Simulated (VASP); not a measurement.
Write the native input for VASP 6.6.1 that does the following.

| Item | Value |
| --- | --- |
| Task | single point |
| Functional | PBE |
| Potentials or basis | VASP PAW PBE potentials, release 64 (Nb_sv, Te) |
| Cutoff | 520 eV |
| k mesh | 6 × 6 × 4 |
| Occupations | tetrahedron |
| Spin | no spin polarisation |
| Dipole correction | no |
| Further INCAR settings | ALGO = Normal; EDIFF = 1e-06; NBANDS = 16 |

The structure of NbTe lies in POSCAR:

```
NbTe
1.0
    3.7029743866      0.0000000000      0.0000000000
   -1.8514871933      3.2068698884      0.0000000000
    0.0000000000      0.0000000000      3.6942110000
Nb Te
1 1
Direct
    0.0000000000      0.0000000000      0.5000000000
    0.6666666667      0.3333333333      0.0000000000
```

These files were run (other wordings do the same):

INCAR

```
PREC = Accurate
ENCUT = 520
EDIFF = 1E-6
ISMEAR = -4
SIGMA = 0.1
LREAL = F
LASPH = T
NELM = 100
ALGO = Normal
ISIF = 2
LWAVE = F
LCHARG = F
GGA = PE
NBANDS = 16
```

KPOINTS

```
regular mesh
0
Gamma
  6 6 4
```

Potentials or basis: VASP PAW PBE potentials, release 64 (Nb_sv, Te).

Launch:

```console
$ cat potpaw_PBE.64/Nb_sv/POTCAR potpaw_PBE.64/Te/POTCAR > POTCAR
$ mpirun -np 1 vasp_std > vasp.out
```

It gave:

| Item | Value |
| --- | --- |
| Pressure | -0.2 GPa |

Caveat: the k points lie up to 0.43 Å⁻¹ apart.

Run time: 13 s on 1 thread of Intel Xeon 6975P-C, with other jobs on the host, peak memory 0.16 GiB.
